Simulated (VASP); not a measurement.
# Al (P6/mmm) in VASP: a series of runs

The runs below take Al through single point, relaxation of cell and atoms, with PBE.

All numbers are computed with VASP 6.6.1; they aren't measurements. Logs are shortened: lines on timing, memory, paths and dates and some standing lists are left out, and cuts for length are marked.

## 1. The cell of the first run

It takes space group P6/mmm (No. 191, hexagonal). Conventional cell: a = 4.546 Å, b = 4.546 Å, c = 2.754 Å, α = 90.00°, β = 90.00°, γ = 120.00°. Al (site symmetry -6m2) has 5 Al at 2.62 to 2.75 Å within 3.5 Å.

## 2. Single point, PBE

Contents of INCAR:

```
SYSTEM = Al
ALGO = Normal ; EDIFF = 1E-6
ENCUT = 520 ; GGA = PE
ISIF = 2 ; ISMEAR = 0
LASPH = .TRUE. ; LCHARG = .FALSE.
LREAL = .FALSE. ; LWAVE = .FALSE.
NBANDS = 10 ; NELM = 100
PREC = Accurate ; SIGMA = 0.1
```

Contents of KPOINTS:

```
k-points
0
G
  15 15 20
  0 0 0
```

Contents of POSCAR:

```
Al
1.0
    4.5461847764      0.0000000000      0.0000000000
   -2.2730923882      3.9371115066      0.0000000000
    0.0000000000      0.0000000000      2.7536756736
Al
2
Direct
    0.3333333333      0.6666666667      0.5000000000
    0.6666666667      0.3333333333      0.5000000000
```

Potentials or basis: VASP PAW PBE potentials, release 64 (Al).

Started as:

```bash
> cat potpaw_PBE.64/Al/POTCAR > POTCAR
> mpirun -np 1 vasp_std > vasp.out
```

OUTCAR:

```text
SYSTEM = Al
   EDIFF = 1E-6
   ENCUT = 520
   GGA = PE
   ISIF = 2
   ISMEAR = 0
   LASPH = .TRUE.
   LREAL = .FALSE.
   NELM = 100
   PREC = Accurate

 ion  position               nearest neighbor table
   1  0.333  0.667  0.500-   2 2.62   2 2.62   2 2.62
   2  0.667  0.333  0.500-   1 2.62   1 2.62   1 2.62

  LATTYP: Found a hexagonal cell.
 ALAT       =     4.5461847764
 C/A-ratio  =     0.6057113402

  Lattice vectors:

 A1 = (   4.5461847764,   0.0000000000,   0.0000000000)
 A2 = (  -2.2730923882,   3.9371115066,   0.0000000000)
 A3 = (   0.0000000000,   0.0000000000,   2.7536756736)

Analysis of symmetry for initial positions (statically):
=====================================================================
 Subroutine PRICEL returns:
 Original cell was already a primitive cell.

 Routine SETGRP: Setting up the symmetry group for a
 hexagonal supercell.

 Subroutine GETGRP returns: Found 24 space group operations
 (whereof 24 operations were pure point group operations)
 out of a pool of 24 trial point group operations.

The static configuration has the point symmetry D_6h.

Analysis of symmetry for dynamics (positions and initial velocities):
=====================================================================
 Subroutine PRICEL returns:
 Original cell was already a primitive cell.

 Routine SETGRP: Setting up the symmetry group for a
 hexagonal supercell.

 Subroutine GETGRP returns: Found 24 space group operations
 (whereof 24 operations were pure point group operations)
 out of a pool of 24 trial point group operations.

The dynamic configuration has the point symmetry D_6h.

 Subroutine INISYM returns: Found 24 space group operations
 (whereof 24 operations are pure point group operations),
 and found     1 'primitive' translations

----------------------------------------------------------------------------------------

                                     Primitive cell

  volume of cell :      49.2876

  direct lattice vectors                    reciprocal lattice vectors
     4.546184776  0.000000000  0.000000000     0.219964662  0.126996657  0.000000000
    -2.273092388  3.937111507  0.000000000     0.000000000  0.253993314  0.000000000
     0.000000000  0.000000000  2.753675674     0.000000000  0.000000000  0.363150973

  length of vectors
     4.546184776  4.546184776  2.753675674     0.253993314  0.253993314  0.363150973

  position of ions in fractional coordinates (direct lattice)
     0.333333333  0.666666667  0.500000000
     0.666666667  0.333333333  0.500000000

  ion indices of the primitive-cell ions
   primitive index   ion index
                 1           1
                 2           2

----------------------------------------------------------------------------------------

 KPOINTS: k-points

Automatic generation of k-mesh.
 Grid dimensions read from file:
 generate k-points for:   15   15   20

 Generating k-lattice:

  Cartesian coordinates                     Fractional coordinates (reciprocal lattice)
     0.014664311  0.008466444  0.000000000     0.066666667  0.000000000  0.000000000
     0.000000000  0.016932888  0.000000000     0.000000000  0.066666667  0.000000000
     0.000000000  0.000000000  0.018157549     0.000000000  0.000000000  0.050000000

  Length of vectors
     0.016932888  0.016932888  0.018157549

  Shift w.r.t. Gamma in fractional coordinates (k-lattice)
     0.000000000  0.000000000  0.000000000

 Subroutine IBZKPT returns following result:
 ===========================================

 Found    297 irreducible k-points:

 Following reciprocal coordinates:
            Coordinates               Weight
  0.000000  0.000000  0.000000      1.000000
  0.066667  0.000000  0.000000      6.000000
  0.133333  0.000000  0.000000      6.000000
  0.200000  0.000000  0.000000      6.000000
  0.266667  0.000000  0.000000      6.000000
  0.333333  0.000000  0.000000      6.000000
[... 16 lines left out ...]
  0.333333  0.200000  0.000000     12.000000
  0.400000  0.200000  0.000000      6.000000
 [... further k-points ...]
   k-points           NKPTS =    297   k-points in BZ     NKDIM =    297   number of bands    NBANDS=     10
   number of dos      NEDOS =    301   number of ions     NIONS =      2
   total plane-waves  NPLWV =  25920
   dimension x,y,z NGX =    36 NGY =   36 NGZ =   20
   dimension x,y,z NGXF=    72 NGYF=   72 NGZF=   40
   ions per type =               2
   NGX,Y,Z   is equivalent  to a cutoff of  13.16, 13.16, 12.07 a.u.
   NGXF,Y,Z  is equivalent  to a cutoff of  26.33, 26.33, 24.15 a.u.
 SYSTEM =  Al
   PREC   = accura    normal or accurate (medium, high low for compatibility)
   ISTART =      0    job   : 0-new  1-cont  2-samecut
   ICHARG =      2    charge: 1-file 2-atom 10-const
   ISPIN  =      1    spin polarized calculation?
   LNONCOLLINEAR =      F non collinear calculations
   LSORBIT =      F    spin-orbit coupling
   LASPH  =      T    aspherical Exc in radial PAW
   ENCUT  =  520.0 eV  38.22 Ry    6.18 a.u.   8.45  8.45  5.12*2*pi/ulx,y,z
   NELM   =    100;   NELMIN=  2; NELMDL= -5     # of ELM steps
   EDIFF  = 0.1E-05   stopping-criterion for ELM
   LREAL  =      F    real-space projection
   EDIFFG = 0.1E-04   stopping-criterion for IOM
   NSW    =      0    number of steps for IOM
   IBRION =     -1    ionic relax: 0-MD 1-quasi-New 2-CG
   NFREE  =      0    steps in history (QN), initial steepest desc. (CG)
   ISIF   =      2    stress and relaxation
   ISYM   =      2    0-nonsym 1-usesym 2-fastsym
   POTIM  = 0.5000    time-step for ionic-motion
   TEBEG  =    0.0;   TEEND  =   0.0 temperature during run
   PSTRESS=    0.0 pullay stress
   NELECT =       6.0000    total number of electrons
   NUPDOWN=      -1.0000    fix difference up-down
   EMIN   =  10.00;   EMAX   =-10.00  energy-range for DOS
   EFERMI =   0.00;   METHOD = LEGACY
   ISMEAR =     0;   SIGMA  =   0.10  broadening in eV -4-tet -1-fermi 0-gaus
   EFERMI_NEDOS =   21; number of points for ismear=-14 and -15
   IALGO  =     38    algorithm
   IMIX   =      4    mixing-type and parameters
     AMIX     =   0.40;   BMIX     =  1.00
     AMIX_MAG =   1.60;   BMIX_MAG =  1.00
  volume/ion in A,a.u.               =      24.64       166.30
  Fermi-wavevector in a.u.,A,eV,Ry     =   0.811358  1.533245  8.956748  0.658302
  Thomas-Fermi vector in A             =   1.920703
   LORBIT       =      0    0 simple, 1 ext, 2 COOP (PROOUT), +10 PAW based schemes
   GGA     = PE    functional components
   LHFCALC =     F    Hartree Fock is set to
   AEXX    =    0.0000 exact exchange contribution
   IVDW    =     0    specifies the selected vdW correction
   LEPSILON=     F    determine dielectric tensor
   LRPA    =     F    only Hartree local field effects (RPA)
 non-spin polarized calculation
 Gauss-broadening in eV      SIGMA  =   0.10
  energy-cutoff  :      520.00
  volume of cell :       49.29
 maximum number of plane-waves:      1354
 NGX is ok and might be reduce to    36
   NGX = 17   NGY = 17   NGZ = 11

 number of electron       6.0000000 magnetization

 Free energy of the ion-electron system (eV)
  ---------------------------------------------------
  ext. energy  EPLUGINS =         0.00000000
  ---------------------------------------------------
  free energy    TOTEN  =        -6.50047201 eV

  energy without entropy =       -6.49654038  energy(sigma->0) =       -6.49850620

 E-fermi :   3.9658     XC(G=0):  -8.4733

 val. band max:        3.9555952593   @ k =   0.0667   0.0000   0.3000
 cond. band min:       3.9723609631   @ k =   0.2667   0.1333   0.5000
 fundamental gap:      0.0167657038
 Fermi energy:         3.9657846514

 k-point     1 :       0.0000    0.0000    0.0000
  band No.  band energies     occupation
      1      -4.8291      2.00000
      2       3.0961      2.00000
      3       3.0961      2.00000
      4       3.4036      2.00000
      5       6.1740      0.00000
      6       6.1740      0.00000
      7       9.4335      0.00000
      8      13.2412      0.00000
      9      13.8477      0.00000
     10      19.5332      0.00000

 k-point     2 :       0.0667    0.0000    0.0000
  band No.  band energies     occupation
      1      -4.7915      2.00000
      2       2.3762      2.00000
      3       3.0211      2.00000
      4       4.0657      0.15772
      5       6.1320      0.00000
      6       6.3271      0.00000
      7       9.6744      0.00000
      8      13.2722      0.00000
      9      13.8593      0.00000
     10      19.1166      0.00000

 k-point     3 :       0.1333    0.0000    0.0000
  band No.  band energies     occupation
      1      -4.6793      2.00000
      2       1.5270      2.00000
      3       2.8355      2.00000
      4       4.6092      0.00000
      5       6.2229      0.00000
      6       6.7469      0.00000
      7      10.3087      0.00000
      8      13.3645      0.00000
      9      13.8850      0.00000
     10      18.4702      0.00000

 k-point     4 :       0.2000    0.0000    0.0000
  band No.  band energies     occupation
      1      -4.4944      2.00000
      2       0.7029      2.00000
      3       2.6101      2.00000
      4       4.6790      0.00000
      5       6.7809      0.00000
      6       7.3624      0.00000
      7      11.1861      0.00000
      8      13.5163      0.00000
      9      13.8955      0.00000
     10      17.5326      0.00000

 k-point     5 :       0.2667    0.0000    0.0000
  band No.  band energies     occupation
      1      -4.2412      2.00000
      2      -0.0749      2.00000
      3       2.3955      2.00000
      4       4.5067      0.00000
      5       7.6370      0.00000
      6       8.1220      0.00000
      7      12.1608      0.00000
      8      13.7237      0.00000
      9      13.8540      0.00000
     10      16.1114      0.00000

 k-point     6 :       0.3333    0.0000    0.0000
  band No.  band energies     occupation
      1      -3.9293      2.00000
      2      -0.7872      2.00000
      3       2.2197      2.00000
      4       4.3127      0.00000
      5       8.5971      0.00000
      6       8.9966      0.00000
      7      12.8010      0.00000
      8      13.9772      0.00000
      9      13.9949      0.00000
     10      14.7420      0.00000
[... 183 lines left out ...]
 k-point    21 :       0.2000    0.2000    0.0000
  band No.  band energies     occupation
      1      -3.8525      2.00000
      2      -0.7893      2.00000
      3       1.5066      2.00000
      4       6.1159      0.00000
      5       6.5161      0.00000
      6      10.2394      0.00000
      7      12.4394      0.00000
      8      13.6877      0.00000
      9      14.0409      0.00000
     10      15.6365      0.00000

 k-point    22 :       0.2667    0.2000    0.0000
  band No.  band energies     occupation
      1      -3.5200      2.00000
      2      -1.3203      2.00000
      3       1.2069      2.00000
      4       6.1344      0.00000
      5       7.2463      0.00000
      6      11.3348      0.00000
      7      11.5113      0.00000
      8      14.1813      0.00000
      9      14.3104      0.00000
     10      15.8205      0.00000

 k-point    23 :       0.3333    0.2000    0.0000
  band No.  band energies     occupation
      1      -3.1726      2.00000
      2      -1.7951      2.00000
      3       1.0268      2.00000
      4       6.0503      0.00000
      5       8.2226      0.00000
      6      10.4117      0.00000
      7      12.4104      0.00000
      8      14.1510      0.00000
      9      14.5879      0.00000
     10      15.7463      0.00000

 k-point    24 :       0.4000    0.2000    0.0000
  band No.  band energies     occupation
      1      -2.9753      2.00000
      2      -2.0366      2.00000
      3       0.9671      2.00000
      4       6.0193      0.00000
      5       9.1419      0.00000
      6       9.4459      0.00000
      7      13.2674      0.00000
      8      13.5819      0.00000
      9      14.7414      0.00000
     10      15.5563      0.00000

 [... further k-points ...]

------------------------ aborting loop because EDIFF is reached ----------------------------------------

  FORCE on cell =-STRESS in cart. coord.  units (eV):
  Direction    XX          YY          ZZ          XY          YZ          ZX
  --------------------------------------------------------------------------------------
  -------------------------------------------------------------------------------------
  Total       -0.0067037     -0.0067037     -0.0010659      0.0000000      0.0000000      0.0000000
  in kB       -0.2179144     -0.2179144     -0.0346491      0.0000000      0.0000000      0.0000000
  external PRESSURE =      -0.1568259 kB  Pullay stress =       0.0000000 kB

 VOLUME and BASIS-vectors are now :
 -----------------------------------------------------------------------------
  energy-cutoff  :      520.00
  volume of cell :       49.29
      direct lattice vectors                 reciprocal lattice vectors
     4.546184776  0.000000000  0.000000000     0.219964662  0.126996657  0.000000000
    -2.273092388  3.937111507  0.000000000     0.000000000  0.253993314  0.000000000
     0.000000000  0.000000000  2.753675674     0.000000000  0.000000000  0.363150973

 POSITION                                       TOTAL-FORCE (eV/Angst)
 -----------------------------------------------------------------------------------
     -0.00000      2.62474      1.37684         0.000000      0.000000     -0.000000
      2.27309      1.31237      1.37684        -0.000000     -0.000000      0.000000
 -----------------------------------------------------------------------------------
    total drift:                               -0.000000      0.000000     -0.000000

  FREE ENERGIE OF THE ION-ELECTRON SYSTEM (eV)
  ---------------------------------------------------
  free  energy   TOTEN  =        -6.5004720065 eV

  energy  without entropy=       -6.4965403836  energy(sigma->0) =       -6.49850620
```

It took 66 s on 1 thread of Intel Xeon Platinum 8259CL at 2.50GHz (Skylake/Cascade Lake), shared host; peak memory 0.25 GiB.

What came out:

| Quantity | Value |
| --- | --- |
| Free energy | -6.5005 eV |
| Pressure | 0.0 GPa |
| Band gap on the k mesh | zero (band 3 reaches 6.31 eV, above the bottom of band 4 at 2.51 eV) |

## 3. Single point, PBE

Contents of INCAR:

```
PREC     = Accurate       # precision mode
ENCUT    = 520            # plane-wave cutoff, eV
EDIFF    = 1E-6           # SCF threshold, eV
ISMEAR   = 0              # smearing method
SIGMA    = 0.1            # smearing width, eV
LREAL    = F              # projectors in reciprocal space
LASPH    = T              # aspherical terms in the spheres
NELM     = 100            # most SCF steps
ALGO     = Normal         # electronic algorithm
ISIF     = 2              # what is computed and relaxed
LWAVE    = F              # write WAVECAR
LCHARG   = F              # write CHGCAR
GGA      = PE             # functional
NBANDS   = 10             # bands
```

Contents of KPOINTS:

```
regular mesh
0
Gamma
  15 15 20
```

POSCAR is that of step 2.

Potentials or basis: VASP PAW PBE potentials, release 64 (Al).

Started as:

```bash
> cat potpaw_PBE.64/Al/POTCAR > POTCAR
> mpirun -np 1 vasp_std > vasp.out
```

It took 72 s on 1 thread of Intel Xeon Platinum 8259CL at 2.50GHz (Skylake/Cascade Lake), shared host; peak memory 0.24 GiB.

It converged, with:

| Item | Value |
| --- | --- |
| Free energy | -6.5005 eV |
| Pressure | 0.0 GPa |
| Band gap on the k mesh | zero (band 3 reaches 6.31 eV, above the bottom of band 4 at 2.51 eV) |

Levels at points of the mesh, in eV from the Fermi level:
| k point | band 1 | band 2 | band 3 | band 4 | band 5 | band 6 |
| --- | --- | --- | --- | --- | --- | --- |
| (0.00, 0.00, 0.00) | -8.79 | -0.87 | -0.87 | -0.56 | 2.21 | 2.21 |
| (0.00, 0.00, 0.50) | -4.48 | -3.55 | 2.35 | 2.35 | 2.67 | 5.37 |

(Continued in part 2 of 2.)
